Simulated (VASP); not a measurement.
Wanted: the native input for a VASP 6.6.1 run.

- Task: single point
- Functional: PBE
- Potentials or basis: VASP PAW PBE potentials, release 64 (Al, Nb_sv, F)
- Cutoff: 520 eV
- k mesh: 6 × 6 × 4
- Occupations: gaussian, width 0.1 eV
- Spin: collinear spin
- Starting moments: [-0.02, -0.06, 1.14, 0.0, 0.0, 0.0] μB
- Dipole correction: no
- Further INCAR settings: ALGO = Normal; EDIFF = 1e-06; NBANDS = 33

The structure of NbAl2F3 lies in POSCAR:

```
NbAl2F3
1.0
    4.3072189200      0.0000000000      0.0000000000
   -2.1536094600      3.7301610100      0.0000000000
    0.0000000000      0.0000000000      5.5312561100
Al Nb F
2 1 3
Direct
    0.3333333300      0.6666666700      0.5000000000
    0.0000000000      0.0000000000      0.5000000000
    0.0000000000      0.0000000000      0.0000000000
    0.3333333300      0.6666666700      0.1481737700
    0.3333333300      0.6666666700      0.8518262300
    0.6666666700      0.3333333300      0.0000000000
```

The cell was generated, and may not be a known phase.

One way to write it, as run:

INCAR

```
SYSTEM = NbAl2F3
PREC     = Accurate       ! precision mode
ENCUT    = 520            ! plane-wave cutoff, eV
EDIFF    = 1E-6           ! SCF threshold, eV
ISMEAR   = 0              ! smearing method
SIGMA    = 0.1            ! smearing width, eV
LREAL    = .FALSE.        ! projectors in reciprocal space
LASPH    = .TRUE.         ! aspherical terms in the spheres
NELM     = 150            ! most SCF steps
ALGO     = Normal         ! electronic algorithm
ISIF     = 2              ! what is computed and relaxed
LWAVE    = .FALSE.        ! write WAVECAR
LCHARG   = .TRUE.         ! write CHGCAR
ISPIN    = 2              ! spin polarisation
MAGMOM   = -0.02 -0.06 1.14 0 0 0 ! initial moments
LORBIT   = 11             ! projections on sites
LMAXMIX  = 4              ! l up to which the mixer works
GGA      = PE             ! functional
LELF     = .TRUE.         ! ELF
LVHAR    = .TRUE.       
NBANDS   = 33             ! bands
```

KPOINTS

```
Automatic mesh
0
G
  6 6 4
  0 0 0
```

Potentials or basis: VASP PAW PBE potentials, release 64 (Al, Nb_sv, F).

Launch:

```sh
$ cat potpaw_PBE.64/Al/POTCAR potpaw_PBE.64/Nb_sv/POTCAR potpaw_PBE.64/F/POTCAR > POTCAR
$ mpirun -np 1 vasp_std > vasp.out
```

Results of the run:

- Pressure: 9.2 GPa
- Largest force: 11.627 eV/Å
- Net moment: 1.28 μB per cell
- Site moments: Al -0.04, -0.05; Nb +1.22; F -0.00, -0.01 (each value once) μB
- Valence electrons inside the program's atomic spheres: Al 0.77, 0.91; Nb 10.31; F 6.12, 6.03 (each value once)

Caveat: the stress differs along the axes, from -3 to 33 GPa; forces of over 1 eV/Å act on the atoms, so gaps and moduli don't describe the material at rest.

It took 2.4 min on 1 thread of AMD EPYC 7R13 Processor (Zen 3), with other jobs on the host, peak memory 0.25 GiB.
